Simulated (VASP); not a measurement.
# InSb (Pm-3m) in VASP: settings compared

Aim: see how the results for InSb move with the level of theory and the settings. Levels: PBE, r2SCAN. Tasks: relaxation of cell and atoms, single point.

All numbers are computed with VASP 6.6.1; they aren't measurements. Logs are shortened: lines on timing, memory, paths and dates and some standing lists are left out, and cuts for length are marked.

## Step 1: The cell of the first run

The structure is cubic, space group Pm-3m (No. 221). The conventional cell has a = 3.635 Å, b = 3.635 Å, c = 3.635 Å, α = 90.00°, β = 90.00°, γ = 90.00°. Within 4.1 Å of In (site symmetry m-3m) lie 8 Sb at 3.15 Å and 6 In at 3.63 Å. Sb (site symmetry m-3m) has 8 In at 3.15 Å and 6 Sb at 3.63 Å within 4.1 Å.

## Step 2: Relaxation of cell and atoms, PBE

INCAR reads:

```
SYSTEM = InSb
ALGO = Normal
EDIFF = 1E-7
EDIFFG = -0.005
ENCUT = 500
GGA = PE
GGA_COMPAT = .FALSE.
IBRION = 2
ISIF = 3
ISMEAR = -1
LASPH = .TRUE.
LCHARG = .FALSE.
LREAL = .FALSE.
LWAVE = .FALSE.
NELM = 120
NELMIN = 4
NSW = 80
PREC = Accurate
SIGMA = 0.02
```

KPOINTS reads:

```
k-points
0
G
  6 6 6
  0 0 0
```

POSCAR reads:

```
InSb
1.0
    3.6348136974      0.0000000000      0.0000000000
    0.0000000000      3.6348136974      0.0000000000
    0.0000000000      0.0000000000      3.6348136974
In Sb
1 1
Direct
    0.0000000000      0.0000000000      0.0000000000
    0.5000000000      0.5000000000      0.5000000000
```

Potentials or basis: VASP PAW PBE potentials, release 64 (In_d, Sb).

Launch:

```bash
> cat potpaw_PBE.64/In_d/POTCAR potpaw_PBE.64/Sb/POTCAR > POTCAR
> mpirun -np 1 vasp_std > vasp.out
```

OUTCAR:

```text
SYSTEM = InSb
   EDIFF = 1E-7
   EDIFFG = -0.005
   ENCUT = 500
   GGA = PE
   IBRION = 2
   ISIF = 3
   ISMEAR = -1
   LASPH = .TRUE.
   LREAL = .FALSE.
   NELM = 120
   NELMIN = 4
   NSW = 80
   PREC = Accurate

 ion  position               nearest neighbor table
   1  0.000  0.000  0.000-   2 3.15   2 3.15   2 3.15   2 3.15   2 3.15   2 3.15   2 3.15   2 3.15

   2  0.500  0.500  0.500-   1 3.15   1 3.15   1 3.15   1 3.15   1 3.15   1 3.15   1 3.15   1 3.15

  LATTYP: Found a simple cubic cell.
 ALAT       =     3.6348136974

  Lattice vectors:

 A1 = (   3.6348136974,   0.0000000000,   0.0000000000)
 A2 = (   0.0000000000,   3.6348136974,   0.0000000000)
 A3 = (   0.0000000000,   0.0000000000,   3.6348136974)

Analysis of symmetry for initial positions (statically):
=====================================================================
 Subroutine PRICEL returns:
 Original cell was already a primitive cell.

 Routine SETGRP: Setting up the symmetry group for a
 simple cubic supercell.

 Subroutine GETGRP returns: Found 48 space group operations
 (whereof 48 operations were pure point group operations)
 out of a pool of 48 trial point group operations.

The static configuration has the point symmetry O_h .

Analysis of symmetry for dynamics (positions and initial velocities):
=====================================================================
 Subroutine PRICEL returns:
 Original cell was already a primitive cell.

 Routine SETGRP: Setting up the symmetry group for a
 simple cubic supercell.

 Subroutine GETGRP returns: Found 48 space group operations
 (whereof 48 operations were pure point group operations)
 out of a pool of 48 trial point group operations.

The dynamic configuration has the point symmetry O_h .

 Subroutine INISYM returns: Found 48 space group operations
 (whereof 48 operations are pure point group operations),
 and found     1 'primitive' translations

----------------------------------------------------------------------------------------

                                     Primitive cell

  volume of cell :      48.0227

  direct lattice vectors                    reciprocal lattice vectors
     3.634813697  0.000000000  0.000000000     0.275117264  0.000000000  0.000000000
     0.000000000  3.634813697  0.000000000     0.000000000  0.275117264  0.000000000
     0.000000000  0.000000000  3.634813697     0.000000000  0.000000000  0.275117264

  length of vectors
     3.634813697  3.634813697  3.634813697     0.275117264  0.275117264  0.275117264

  position of ions in fractional coordinates (direct lattice)
     0.000000000  0.000000000  0.000000000
     0.500000000  0.500000000  0.500000000

  ion indices of the primitive-cell ions
   primitive index   ion index
                 1           1
                 2           2

----------------------------------------------------------------------------------------

 KPOINTS: k-points

Automatic generation of k-mesh.
 Grid dimensions read from file:
 generate k-points for:    6    6    6

 Generating k-lattice:

  Cartesian coordinates                     Fractional coordinates (reciprocal lattice)
     0.045852877  0.000000000  0.000000000     0.166666667  0.000000000  0.000000000
     0.000000000  0.045852877  0.000000000     0.000000000  0.166666667  0.000000000
     0.000000000  0.000000000  0.045852877     0.000000000  0.000000000  0.166666667

  Length of vectors
     0.045852877  0.045852877  0.045852877

  Shift w.r.t. Gamma in fractional coordinates (k-lattice)
     0.000000000  0.000000000  0.000000000

 Subroutine IBZKPT returns following result:
 ===========================================

 Found     20 irreducible k-points:

 Following reciprocal coordinates:
            Coordinates               Weight
  0.000000  0.000000  0.000000      1.000000
  0.166667  0.000000  0.000000      6.000000
  0.333333  0.000000  0.000000      6.000000
  0.500000  0.000000  0.000000      3.000000
  0.166667  0.166667  0.000000     12.000000
  0.333333  0.166667  0.000000     24.000000
[... 12 lines left out ...]
  0.500000  0.500000  0.333333      6.000000
  0.500000  0.500000  0.500000      1.000000
   k-points           NKPTS =     20   k-points in BZ     NKDIM =     20   number of bands    NBANDS=     13
   number of dos      NEDOS =    301   number of ions     NIONS =      2
   total plane-waves  NPLWV =  21952
   dimension x,y,z NGX =    28 NGY =   28 NGZ =   28
   dimension x,y,z NGXF=    56 NGYF=   56 NGZF=   56
   ions per type =               1   1
   NGX,Y,Z   is equivalent  to a cutoff of  12.81, 12.81, 12.81 a.u.
   NGXF,Y,Z  is equivalent  to a cutoff of  25.61, 25.61, 25.61 a.u.
 SYSTEM =  InSb
   PREC   = accura    normal or accurate (medium, high low for compatibility)
   ISTART =      0    job   : 0-new  1-cont  2-samecut
   ICHARG =      2    charge: 1-file 2-atom 10-const
   ISPIN  =      1    spin polarized calculation?
   LNONCOLLINEAR =      F non collinear calculations
   LSORBIT =      F    spin-orbit coupling
   LASPH  =      T    aspherical Exc in radial PAW
   ENCUT  =  500.0 eV  36.75 Ry    6.06 a.u.   6.63  6.63  6.63*2*pi/ulx,y,z
   NELM   =    120;   NELMIN=  4; NELMDL= -5     # of ELM steps
   EDIFF  = 0.1E-06   stopping-criterion for ELM
   LREAL  =      F    real-space projection
   EDIFFG = -.5E-02   stopping-criterion for IOM
   NSW    =     80    number of steps for IOM
   IBRION =      2    ionic relax: 0-MD 1-quasi-New 2-CG
   NFREE  =      1    steps in history (QN), initial steepest desc. (CG)
   ISIF   =      3    stress and relaxation
   ISYM   =      2    0-nonsym 1-usesym 2-fastsym
   POTIM  = 0.5000    time-step for ionic-motion
   TEBEG  =    0.0;   TEEND  =   0.0 temperature during run
   PSTRESS=    0.0 pullay stress
   NELECT =      18.0000    total number of electrons
   NUPDOWN=      -1.0000    fix difference up-down
   EMIN   =  10.00;   EMAX   =-10.00  energy-range for DOS
   EFERMI =   0.00;   METHOD = LEGACY
   ISMEAR =    -1;   SIGMA  =   0.02  broadening in eV -4-tet -1-fermi 0-gaus
   EFERMI_NEDOS =   21; number of points for ismear=-14 and -15
   IALGO  =     38    algorithm
   IMIX   =      4    mixing-type and parameters
     AMIX     =   0.40;   BMIX     =  1.00
     AMIX_MAG =   1.60;   BMIX_MAG =  1.00
  volume/ion in A,a.u.               =      24.01       162.04
  Fermi-wavevector in a.u.,A,eV,Ry     =   1.180366  2.230569 18.956519  1.393265
  Thomas-Fermi vector in A             =   2.316660
   LORBIT       =      0    0 simple, 1 ext, 2 COOP (PROOUT), +10 PAW based schemes
   GGA     = PE    functional components
   LHFCALC =     F    Hartree Fock is set to
   AEXX    =    0.0000 exact exchange contribution
   IVDW    =     0    specifies the selected vdW correction
   LEPSILON=     F    determine dielectric tensor
   LRPA    =     F    only Hartree local field effects (RPA)
 conjugate gradient relaxation of ions
 non-spin polarized calculation
  energy-cutoff  :      500.00
  volume of cell :       48.02
 maximum number of plane-waves:      1233
 NGX is ok and might be reduce to    28
   NGX = 13   NGY = 13   NGZ = 13

--------------------------------------- Ionic step        1  -------------------------------------------

 number of electron      17.9999992 magnetization

 Free energy of the ion-electron system (eV)
  ---------------------------------------------------
  ext. energy  EPLUGINS =         0.00000000
  ---------------------------------------------------
  free energy    TOTEN  =        -6.33367289 eV

  energy without entropy =       -6.33141865  energy(sigma->0) =       -6.33254577

------------------------ aborting loop because EDIFF is reached ----------------------------------------

  FORCE on cell =-STRESS in cart. coord.  units (eV):
  Direction    XX          YY          ZZ          XY          YZ          ZX
  --------------------------------------------------------------------------------------
  -------------------------------------------------------------------------------------
  Total        2.5573164      2.5573164      2.5573164     -0.0000000     -0.0000000      0.0000000
  in kB       85.3195547     85.3195547     85.3195547     -0.0000000     -0.0000000      0.0000000
  external PRESSURE =      85.3195547 kB  Pullay stress =       0.0000000 kB
[... 21 lines left out ...]
  energy  without entropy=       -6.3314186504  energy(sigma->0) =       -6.33254577

--------------------------------------- Ionic step        2  -------------------------------------------

 number of electron      17.9999993 magnetization

 E-fermi :   6.9384     XC(G=0):  -9.8791

 val. band max:        6.8753078126   @ k =   0.1667   0.0000   0.0000
 cond. band min:       6.9484307307   @ k =   0.1667   0.1667   0.0000
 fundamental gap:      0.0731229181
 Fermi energy:         6.9383613275

 k-point     1 :       0.0000    0.0000    0.0000
  band No.  band energies     occupation
      1      -7.4984      2.00000
      2      -7.4984      2.00000
      3      -7.4070      2.00000
      4      -7.4070      2.00000
      5      -7.4070      2.00000
      6      -4.0750      2.00000
      7       4.6064      2.00000
      8       6.3888      2.00000
      9       6.3888      2.00000
     10       6.3888      2.00000
     11      11.0876      0.00000
     12      11.0876      0.00000
     13      14.8534      0.00000
[... 335 lines left out ...]
  energy  without entropy=       -6.4704428503  energy(sigma->0) =       -6.47182636

--------------------------------------- Ionic step        3  -------------------------------------------

 number of electron      17.9999988 magnetization

 Free energy of the ion-electron system (eV)
  ---------------------------------------------------
  ext. energy  EPLUGINS =         0.00000000
  ---------------------------------------------------
  free energy    TOTEN  =        -6.48941618 eV

  energy without entropy =       -6.48711891  energy(sigma->0) =       -6.48826755

 E-fermi :   7.5317     XC(G=0): -10.0990

 val. band max:        7.5091058269   @ k =   0.1667   0.1667   0.0000
 cond. band min:       7.5489702440   @ k =   0.1667   0.0000   0.0000
 fundamental gap:      0.0398644171
 Fermi energy:         7.5316676377

 k-point     1 :       0.0000    0.0000    0.0000
  band No.  band energies     occupation
      1      -6.9903      2.00000
      2      -6.9903      2.00000
      3      -6.8827      2.00000
      4      -6.8827      2.00000
      5      -6.8827      2.00000
      6      -3.8165      2.00000
      7       5.4065      2.00000
      8       6.9117      2.00000
      9       6.9117      2.00000
     10       6.9117      2.00000
     11      11.6367      0.00000
     12      11.6367      0.00000
     13      15.8384      0.00000
[... 331 lines left out ...]
  FREE ENERGIE OF THE ION-ELECTRON SYSTEM (eV)
  ---------------------------------------------------
  free  energy   TOTEN  =        -6.4894161844 eV

  energy  without entropy=       -6.4871189131  energy(sigma->0) =       -6.48826755

 reached required accuracy - stopping structural energy minimisation
```

Run time: 54 s. Hardware: 1 thread of Intel Xeon Platinum 8175M at 2.50GHz (Skylake/Cascade Lake), shared host; peak memory 0.16 GiB.

Results:

```
Free energy                           : -6.4894 eV
Relaxed volume                        : 27.36 Å³/atom
Relaxed cell                          : a = 3.797 Å, b = 3.797 Å, c = 3.797 Å, α = 90.00°, β = 90.00°, γ = 90.00°
Space group after relaxing (to 0.1 Å) : Pm-3m (No. 221)
Energy gained by relaxing             : 77.9 meV/atom
Ionic steps                           : 3
Pressure after relaxing               : 0.0 GPa
```

Step by step:
```
step  energy change (eV)  largest force (eV/Å)  pressure (GPa)  volume (Å³)
   1              0.0000                0.0000            8.53        48.02
   2             -0.1395                0.0000           -1.86        57.47
   3             -0.1557                0.0000            0.01        54.73
```

Final structure:
```cif
data_structure
_symmetry_space_group_name_H-M 'P 1'
_symmetry_Int_Tables_number 1
_cell_length_a 3.7966
_cell_length_b 3.7966
_cell_length_c 3.7966
_cell_angle_alpha 90.000
_cell_angle_beta 90.000
_cell_angle_gamma 90.000
_cell_volume 54.73
loop_
_atom_site_label
_atom_site_type_symbol
_atom_site_fract_x
_atom_site_fract_y
_atom_site_fract_z
_atom_site_occupancy
In1 In 0.00000 0.00000 0.00000 1
Sb1 Sb 0.50000 0.50000 0.50000 1
```

Caveat: the highest band is partly filled, so the run has too few bands; spin-orbit coupling is left out, which moves the levels of the heavy elements.

## Step 3: Single point, r2SCAN

This run uses another cell than the first one, of 26.77 Å³/atom.

POSCAR reads:

```
InSb
1.0
    3.7689762106      0.0000000000      0.0000000000
    0.0000000000      3.7689762106      0.0000000000
    0.0000000000      0.0000000000      3.7689762106
In Sb
1 1
Direct
    0.0000000000      0.0000000000      0.0000000000
    0.5000000000      0.5000000000      0.5000000000
```

INCAR.step1 reads:

```
SYSTEM = InSb
PREC = Accurate
ENCUT = 550
ISMEAR = -1
SIGMA = 0.02
LREAL = .FALSE.
LASPH = .TRUE.
NELM = 120
NBANDS = 16
GGA = PE
ALGO = Normal
EDIFF = 1E-5
LWAVE = .TRUE.
LCHARG = .FALSE.
GGA_COMPAT = .FALSE.
```

INCAR.step2 reads:

```
SYSTEM = InSb
PREC = Accurate
ENCUT = 550
EDIFF = 1E-6
ISMEAR = -1
SIGMA = 0.02
LREAL = .FALSE.
LASPH = .TRUE.
NELM = 120
ALGO = Normal
ISIF = 2
LWAVE = .FALSE.
LCHARG = .FALSE.
METAGGA = R2SCAN
LMIXTAU = .TRUE.
NBANDS = 16
ISTART = 1
GGA_COMPAT = .FALSE.
```

KPOINTS reads:

```
Automatic mesh
0
G
  8 8 8
  0 0 0
```

Potentials or basis: VASP PAW PBE potentials, release 64 (In_d, Sb).

Launch:

```bash
> cat potpaw_PBE.64/In_d/POTCAR potpaw_PBE.64/Sb/POTCAR > POTCAR
> cp INCAR.step1 INCAR
> mpirun -np 1 vasp_std > vasp.out
> cp INCAR.step2 INCAR
> mpirun -np 1 vasp_std > vasp.out
```

It took 3 min on 1 thread of Intel Xeon Platinum 8175M at 2.50GHz (Skylake/Cascade Lake), shared host; peak memory 0.19 GiB.

The run converged. Its results:

```yaml
Free_energy: -47.9595 eV
Pressure: 0.4 GPa
Band_gap_on_the_k_mesh: zero (bands 9 and 10 overlap by 3.56 eV)
```

Levels at points of the mesh, in eV from the Fermi level:
```csv
k point,band 7,band 8,band 9,band 10,band 11,band 12
"(0.00, 0.00, 0.00)",-1.81,-0.77,-0.77,-0.77,4.45,4.45
"(0.50, 0.00, 0.00)",-7.46,1.25,1.25,2.72,2.87,4.05
"(0.50, 0.50, 0.00)",-4.69,-4.69,-4.35,1.98,5.96,6.23
"(0.50, 0.50, 0.50)",-2.39,-2.31,-2.31,-2.31,-0.36,-0.36
```

Caveat: the PAW data sets were made with another functional, which shifts forces and pressure a little; spin-orbit coupling is left out, which moves the levels of the heavy elements.

## Step 4: Relaxation of cell and atoms, r2SCAN

This run uses another cell than the first one, of 27.41 Å³/atom.

POSCAR reads:

```
InSb
1.0
    3.7989042532      0.0000000000      0.0000000000
    0.0000000000      3.7989042532      0.0000000000
    0.0000000000      0.0000000000      3.7989042532
In Sb
1 1
Direct
    0.0000000000      0.0000000000      0.0000000000
    0.5000000000      0.5000000000      0.5000000000
```

INCAR.step1 reads:

```
PREC = Accurate
ENCUT = 550
ISMEAR = -1
SIGMA = 0.02
LREAL = F
LASPH = T
NELM = 120
GGA = PE
ALGO = Normal
EDIFF = 1E-5
LWAVE = T
LCHARG = F
GGA_COMPAT = F
IBRION = 2
ISIF = 3
EDIFFG = -0.005
NELMIN = 4
NSW = 100
```

INCAR.step2 reads:

```
PREC = Accurate
ENCUT = 550
EDIFF = 1E-7
ISMEAR = -1
SIGMA = 0.02
LREAL = F
LASPH = T
NELM = 120
ALGO = Normal
ISIF = 3
LWAVE = F
LCHARG = F
METAGGA = R2SCAN
LMIXTAU = T
IBRION = 2
NSW = 80
EDIFFG = -0.005
ISTART = 1
GGA_COMPAT = F
NELMIN = 4
```

KPOINTS reads:

```
Automatic mesh
0
Gamma
  6 6 6
```

Launch:

```bash
> cat potpaw_PBE.64/In_d/POTCAR potpaw_PBE.64/Sb/POTCAR > POTCAR
> cp INCAR.step1 INCAR
> mpirun -np 1 vasp_std > vasp.out
> cp INCAR.step2 INCAR
> mpirun -np 1 vasp_std > vasp.out
```

It took 5.5 min on 1 thread of Intel Xeon Platinum 8175M at 2.50GHz (Skylake/Cascade Lake), shared host; peak memory 0.18 GiB.

The run converged. Its results:

| Property | Result |
| --- | --- |
| Free energy | -47.9880 eV |
| Relaxed volume | 26.77 Å³/atom |
| Relaxed cell | a = 3.769 Å, b = 3.769 Å, c = 3.769 Å, α = 90.00°, β = 90.00°, γ = 90.00° |
| Space group after relaxing (to 0.1 Å) | Pm-3m (No. 221) |
| Energy gained by relaxing | 2.5 meV/atom |
| Ionic steps | 3 |
| Pressure after relaxing | 0.0 GPa |

The path:
```tsv
step	energy change (eV)	largest force (eV/Å)	pressure (GPa)	volume (Å³)
1	0.0000	0.0000	-1.20	54.82
2	-0.0046	0.0000	0.34	53.21
3	-0.0049	0.0000	0.01	53.54
```

Final structure:
```xyz
2
Lattice="3.7690 0.0000 0.0000 0.0000 3.7690 0.0000 0.0000 0.0000 3.7690" Properties=species:S:1:pos:R:3 pbc="T T T"
In    0.0000    0.0000    0.0000
Sb    1.8845    1.8845    1.8845
```

Levels at points of the mesh, in eV from the Fermi level:
```tsv
k point	band 7	band 8	band 9	band 10	band 11	band 12
(0.00, 0.00, 0.00)	-1.74	-0.70	-0.70	-0.70	4.53	4.53
(0.50, 0.00, 0.00)	-7.38	1.32	1.32	2.79	2.95	4.13
(0.50, 0.50, 0.00)	-4.61	-4.61	-4.27	2.04	6.05	6.31
(0.50, 0.50, 0.50)	-2.30	-2.23	-2.23	-2.23	-0.28	-0.28
```

Caveat: the highest band is partly filled, so the run has too few bands; the PAW data sets were made with another functional, which shifts forces and pressure a little; spin-orbit coupling is left out, which moves the levels of the heavy elements.

## Step 5: The runs side by side

| task | level | cell | k mesh | cutoff (eV) | pressure (GPa) | relaxed volume (Å³/atom) |
| --- | --- | --- | --- | --- | --- | --- |
| relaxation of cell and atoms | PBE | relaxed from a = 3.635 Å, 2 atoms | 6 × 6 × 6 | 500 | 0.0 | 27.36 |
| single point | r2SCAN | a = 3.769 Å, 2 atoms | 8 × 8 × 8 | 550 | 0.4 | - |
| relaxation of cell and atoms | r2SCAN | relaxed from a = 3.799 Å, 2 atoms | 6 × 6 × 6 | 550 | 0.0 | 26.77 |

Alike in all rows: potentials or basis VASP PAW PBE potentials, release 64 (In_d, Sb); no spin polarisation; smearing fermi-dirac 0.02 eV.

Caveats: spin-orbit coupling is left out, which moves the levels of the heavy elements; the highest band is partly filled, so the run has too few bands (at least some runs); the PAW data sets were made with another functional, which shifts forces and pressure a little (at least some runs).

Total energies depend on the potentials used, so only differences within one code and one set of settings carry meaning.
